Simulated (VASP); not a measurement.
Input of a VASP 6.6.1 run:

Contents of POSCAR:

```
MgS
1.0
    0.0000000000      2.6015177399      2.6015177399
    2.6015177399      0.0000000000      2.6015177399
    2.6015177399      2.6015177399      0.0000000000
Mg S
1 1
Direct
    0.0000000000      0.0000000000      0.0000000000
    0.5000000000      0.5000000000      0.5000000000
```

The input INCAR.step1:

```
PREC = Accurate
ENCUT = 520
EDIFF = 1E-5
ISMEAR = 0
SIGMA = 0.01
LREAL = F
LASPH = T
NELM = 100
ALGO = Normal
ISIF = 2
LWAVE = T
LCHARG = F
GGA = PE
NBANDS = 11
```

The input INCAR.step2:

```
PREC = Accurate
ENCUT = 520
EDIFF = 1E-7
ISMEAR = 0
SIGMA = 0.01
LREAL = F
LASPH = T
NELM = 100
ALGO = Normal
ISIF = 2
LWAVE = F
LCHARG = F
GGA = PE
LHFCALC = T
AEXX = 0.15
PRECFOCK = Normal
ISTART = 1
NBANDS = 11
```

The input KPOINTS:

```
Automatic mesh
0
Gamma
  4 4 4
```

Potentials or basis: VASP PAW PBE potentials, release 64 (Mg, S).

Run with:

```console
$ cat potpaw_PBE.64/Mg/POTCAR potpaw_PBE.64/S/POTCAR > POTCAR
$ cp INCAR.step1 INCAR
$ mpirun -np 1 vasp_std > vasp.out
$ cp INCAR.step2 INCAR
$ mpirun -np 1 vasp_std > vasp.out
```

(1) What does it give for the pressure?

(2) Estimate the band gap on the k mesh.

Answers

(1) 0.2 GPa.

(2) 3.81 eV, indirect (least direct gap 4.81 eV).

Caveat: the k points lie up to 0.52 Å⁻¹ apart; the PAW data sets were made with another functional, which shifts forces and pressure a little.
